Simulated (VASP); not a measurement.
# H (I4/mmm) in VASP: further runs, part 2 of 2

VASP 6.6.1. The steps go on from the part before.

### Step 3. Relaxation of cell and atoms, PBEsol

This run uses another cell than the first one, of 11.78 Å³/atom, 0.877 times its volume.

INCAR

```
PREC = Accurate
ENCUT = 600
EDIFF = 1E-6
ISMEAR = 0
SIGMA = 0.01
LREAL = False
LASPH = True
NELM = 60
ALGO = Normal
ISIF = 3
LWAVE = False
LCHARG = False
GGA = PS
IBRION = 2
NSW = 100
EDIFFG = -0.002
```

KPOINTS

```
Automatic mesh
0
Gamma
  10 10 10
```

POSCAR

```
H
1.0
   -1.6915344700      1.6915344700      2.0584739900
    1.6915344700     -1.6915344700      2.0584739900
    1.6915344700      1.6915344700     -2.0584739900
H
2
Direct
    0.9098622900      0.9098622900      0.0000000000
    0.0901377100      0.0901377100      0.0000000000
```

Potentials or basis: VASP PAW PBE potentials, release 64 (H).

The run is started by

```bash
> cat potpaw_PBE.64/H/POTCAR > POTCAR
> mpirun -np 1 vasp_std > vasp.out
```

Wall time 39 s (1 thread of Intel Xeon Platinum 8488C (Sapphire Rapids), shared host); peak memory 0.14 GiB.

The run converged. Its results:

```yaml
Free_energy: -6.5278 eV
Relaxed_volume: 12.55 Å³/atom
Relaxed_cell: a = 3.227 Å, b = 3.227 Å, c = 3.227 Å, α = 115.51°, β = 115.51°, γ = 97.97°
Space_group_after_relaxing_to_0.05_Å: I4/mmm (No. 139)
Energy_gained_by_relaxing: 2.7 meV/atom
Ionic_steps: 14
Pressure_after_relaxing: 0.0 GPa
Band_gap_on_the_k_mesh: 8.71 eV, indirect (least direct gap 9.46 eV)
```

Step by step:
| step | energy change (eV) | largest force (eV/Å) | pressure (GPa) | volume (Å³) |
| --- | --- | --- | --- | --- |
| 1 | 0.0000 | 0.5976 | 1.08 | 23.56 |
| 2 | 0.0309 | 1.3888 | -2.47 | 23.83 |
| 3 | -0.0051 | 0.0163 | 0.04 | 23.63 |
| 4 | -0.0051 | 0.0041 | 0.07 | 23.63 |
| 5 | -0.0051 | 0.0071 | 0.09 | 23.63 |
| 6 | -0.0051 | 0.0062 | 0.09 | 23.64 |
| 7 | -0.0051 | 0.0051 | 0.07 | 23.69 |
| 8 | -0.0051 | 0.0015 | 0.06 | 23.78 |
| 9 | -0.0052 | 0.0054 | 0.04 | 23.95 |
| 10 | -0.0053 | 0.0185 | 0.00 | 24.31 |
| 11 | -0.0053 | 0.0410 | -0.07 | 25.04 |
| 12 | -0.0054 | 0.0294 | -0.04 | 25.06 |
| 13 | -0.0054 | 0.0130 | 0.01 | 25.12 |
| 14 | -0.0054 | 0.0003 | -0.01 | 25.11 |

Final structure:
```cif
data_structure
_symmetry_space_group_name_H-M 'P 1'
_symmetry_Int_Tables_number 1
_cell_length_a 3.2268
_cell_length_b 3.2268
_cell_length_c 3.2268
_cell_angle_alpha 115.513
_cell_angle_beta 115.513
_cell_angle_gamma 97.965
_cell_volume 25.11
loop_
_atom_site_label
_atom_site_type_symbol
_atom_site_fract_x
_atom_site_fract_y
_atom_site_fract_z
_atom_site_occupancy
H1 H 0.91036 0.91036 0.00000 1
H2 H 0.08964 0.08964 0.00000 1
```

Levels at points of the mesh, in eV from the valence-band top:
```
           k point  band 1  band 2  band 3  band 4  band 5
(0.00, 0.00, 0.00)   -2.21   13.12   16.43   22.68   22.68
(0.50, 0.00, 0.00)   -0.75    8.71   16.40   18.07   19.70
(0.50, 0.50, 0.00)   -0.54   10.45   13.54   15.72   18.30
(0.50, 0.50, 0.50)    0.00    9.76   15.07   15.73   15.73
```

Caveat: the PAW data sets were made with another functional, which shifts forces and pressure a little.

### Step 4. Single point, PBEsol

INCAR

```
SYSTEM = H
PREC     = Accurate       ! precision mode
ENCUT    = 520            ! plane-wave cutoff, eV
EDIFF    = 1E-6           ! SCF threshold, eV
ISMEAR   = -1             ! smearing method
SIGMA    = 0.05           ! smearing width, eV
LREAL    = .False.        ! projectors in reciprocal space
LASPH    = .True.         ! aspherical terms in the spheres
NELM     = 80             ! most SCF steps
ALGO     = Normal         ! electronic algorithm
ISIF     = 2              ! what is computed and relaxed
LWAVE    = .False.        ! write WAVECAR
LCHARG   = .False.        ! write CHGCAR
GGA      = PS             ! functional
NBANDS   = 8              ! bands
```

KPOINTS

```
Automatic mesh
0
Gamma
  18 18 18
  0 0 0
```

POSCAR

```
H
1.0
   -1.7537890996      1.7537890996      2.1825288005
    1.7537890996     -1.7537890996      2.1825288005
    1.7537890996      1.7537890996     -2.1825288005
H
2
Direct
    0.9130191324      0.9130191324      0.0000000000
    0.0869808676      0.0869808676      0.0000000000
```

The run is started by

```bash
> cat potpaw_PBE.64/H/POTCAR > POTCAR
> mpirun -np 1 vasp_std > vasp.out
```

Wall time 55 s (1 thread of Intel Xeon Platinum 8488C (Sapphire Rapids), shared host); peak memory 0.2 GiB.

It converged, with:

```yaml
Free_energy: -6.5276 eV
Pressure: -0.1 GPa
Band_gap_on_the_k_mesh: 8.86 eV, indirect (least direct gap 9.51 eV)
```

Levels at points of the mesh, in eV from the valence-band top:
| k point | band 1 | band 2 | band 3 | band 4 | band 5 |
| --- | --- | --- | --- | --- | --- |
| (0.00, 0.00, 0.00) | -1.95 | 12.80 | 16.15 | 22.11 | 22.11 |
| (0.50, 0.00, 0.00) | -0.65 | 8.86 | 16.11 | 17.70 | 19.37 |
| (0.50, 0.50, 0.00) | -0.46 | 10.55 | 13.39 | 15.49 | 17.90 |
| (0.50, 0.50, 0.50) | 0.00 | 9.76 | 14.95 | 15.62 | 15.62 |

Caveat: the PAW data sets were made with another functional, which shifts forces and pressure a little. A k mesh can miss the band edges.

### Step 5. Relaxation of cell and atoms, PBEsol

This run uses another cell than the first one, of 11.78 Å³/atom, 0.877 times its volume.

INCAR

```
SYSTEM = H
  ALGO = Normal
  EDIFF = 1E-7
  EDIFFG = -0.002
  ENCUT = 600
  GGA = PS
  IBRION = 2
  ISIF = 3
  ISMEAR = -1
  LASPH = .True.
  LCHARG = .False.
  LREAL = .False.
  LWAVE = .False.
  NELM = 100
  NSW = 100
  PREC = Accurate
  SIGMA = 0.05
```

KPOINTS

```
k-points
0
Gamma
  18 18 18
  0 0 0
```

POSCAR

```
H
1.0
   -1.6915344700      1.6915344700      2.0584739900
    1.6915344700     -1.6915344700      2.0584739900
    1.6915344700      1.6915344700     -2.0584739900
H
2
Direct
    0.9098622900      0.9098622900      0.0000000000
    0.0901377100      0.0901377100      0.0000000000
```

Potentials or basis: VASP PAW PBE potentials, release 64 (H).

The run is started by

```bash
> cat potpaw_PBE.64/H/POTCAR > POTCAR
> mpirun -np 1 vasp_std > vasp.out
```

OUTCAR:

```text
SYSTEM = H
   EDIFF = 1E-7
   EDIFFG = -0.002
   ENCUT = 600
   GGA = PS
   IBRION = 2
   ISIF = 3
   ISMEAR = -1
   LASPH = .True.
   LREAL = .False.
   NELM = 100
   NSW = 100
   PREC = Accurate

 ion  position               nearest neighbor table
   1  0.910  0.910  0.000-   2 0.74
   2  0.090  0.090  0.000-   1 0.74

  LATTYP: Found a body centered tetragonal cell.
 ALAT       =     3.3830689400
 C/A-ratio  =     1.2169270130

  Lattice vectors:

 A1 = (  -1.6915344700,   1.6915344700,   2.0584739900)
 A2 = (   1.6915344700,  -1.6915344700,   2.0584739900)
 A3 = (   1.6915344700,   1.6915344700,  -2.0584739900)

Analysis of symmetry for initial positions (statically):
[... 365 lines left out ...]

 E-fermi :  -7.1126     XC(G=0):  -5.2320

 val. band max:       -8.0686284746   @ k =   0.5000   0.5000   0.5000
 cond. band min:       0.6386786053   @ k =   0.5000  -0.0000   0.0000
 fundamental gap:      8.7073070799
 Fermi energy:        -7.1125916980

 k-point     1 :       0.0000    0.0000    0.0000
  band No.  band energies     occupation
      1     -10.2831      2.00000
      2       5.0522      0.00000
      3       8.3589      0.00000
      4      14.6137      0.00000
      5      14.6137      0.00000
[... 177 lines left out ...]
 k-point    24 :      -0.2222    0.0556    0.0000
  band No.  band energies     occupation
      1      -9.8288      2.00000
      2       3.4502      0.00000
      3       8.2737      0.00000
      4      11.6269      0.00000
      5      13.5722      0.00000

 [... further k-points ...]

------------------------ aborting loop because EDIFF is reached ----------------------------------------

  FORCE on cell =-STRESS in cart. coord.  units (eV):
  Direction    XX          YY          ZZ          XY          YZ          ZX
  --------------------------------------------------------------------------------------
  -------------------------------------------------------------------------------------
  Total       -0.0016572     -0.0016572     -0.0012639      0.0000000     -0.0000000      0.0000000
  in kB       -0.1057619     -0.1057619     -0.0806623      0.0000000     -0.0000000      0.0000000
  external PRESSURE =      -0.0973953 kB  Pullay stress =       0.0000000 kB
[... 17 lines left out ...]
  FREE ENERGIE OF THE ION-ELECTRON SYSTEM (eV)
  ---------------------------------------------------
  free  energy   TOTEN  =        -6.5277922970 eV

  energy  without entropy=       -6.5277922970  energy(sigma->0) =       -6.52779230

 reached required accuracy - stopping structural energy minimisation
```

Run time: 4.5 min. Hardware: 1 thread of AMD EPYC 7R43 (Zen 3), shared host; peak memory 0.16 GiB.

Results:

- Free energy: -6.5278 eV
- Relaxed volume: 12.55 Å³/atom
- Relaxed cell: a = 3.227 Å, b = 3.227 Å, c = 3.227 Å, α = 115.51°, β = 115.51°, γ = 97.97°
- Space group after relaxing (to 0.05 Å): I4/mmm (No. 139)
- Energy gained by relaxing: 2.7 meV/atom
- Ionic steps: 13
- Pressure after relaxing: 0.0 GPa
- Band gap on the k mesh: 8.71 eV, indirect (least direct gap 9.46 eV)

Step by step:
| step | energy change (eV) | largest force (eV/Å) | pressure (GPa) | volume (Å³) |
| --- | --- | --- | --- | --- |
| 1 | 0.0000 | 0.5976 | 1.08 | 23.56 |
| 2 | 0.0309 | 1.3888 | -2.47 | 23.83 |
| 3 | -0.0051 | 0.0162 | 0.04 | 23.63 |
| 4 | -0.0051 | 0.0041 | 0.07 | 23.63 |
| 5 | -0.0051 | 0.0071 | 0.09 | 23.63 |
| 6 | -0.0051 | 0.0069 | 0.08 | 23.64 |
| 7 | -0.0051 | 0.0051 | 0.07 | 23.69 |
| 8 | -0.0051 | 0.0015 | 0.06 | 23.78 |
| 9 | -0.0052 | 0.0056 | 0.04 | 23.95 |
| 10 | -0.0053 | 0.0188 | 0.00 | 24.31 |
| 11 | -0.0053 | 0.0412 | -0.07 | 25.05 |
| 12 | -0.0054 | 0.0279 | -0.05 | 25.07 |
| 13 | -0.0054 | 0.0018 | -0.01 | 25.11 |

Final structure:
```yaml
crystal:
  lattice:
    - [-1.72155, 1.72155, 2.11770]
    - [1.72155, -1.72155, 2.11770]
    - [1.72155, 1.72155, -2.11770]
  atoms:
    - { symbol: H, position: [0.91035, 0.91035, 0.00000] }
    - { symbol: H, position: [0.08965, 0.08965, 0.00000] }
```

Caveat: the PAW data sets were made with another functional, which shifts forces and pressure a little. A k mesh can miss the band edges.

### Step 6. Overview

```csv
task,cell,k mesh,cutoff (eV),smearing,gap on the mesh (eV),pressure (GPa),relaxed volume (Å³/atom)
single point,"a = 3.304 Å, angles 115.9, 115.9, 97.3°, 2 atoms",10 × 10 × 10,520,gaussian 0.01 eV,8.86,-0.1,-
relaxation of cell and atoms,"relaxed from a = 3.156 Å, angles 115.2, 115.2, 98.6°, 2 atoms",10 × 10 × 10,600,gaussian 0.01 eV,8.71,0.0,12.55
single point,"a = 3.304 Å, angles 115.9, 115.9, 97.3°, 2 atoms",18 × 18 × 18,520,fermi-dirac 0.05 eV,8.86,-0.1,-
relaxation of cell and atoms,"relaxed from a = 3.156 Å, angles 115.2, 115.2, 98.6°, 2 atoms",18 × 18 × 18,600,fermi-dirac 0.05 eV,8.71,0.0,12.55
```

Alike in all rows: level PBEsol; potentials or basis VASP PAW PBE potentials, release 64 (H); no spin polarisation.

Caveats: the PAW data sets were made with another functional, which shifts forces and pressure a little.

Absolute energies hang on the potentials; compare differences alone.
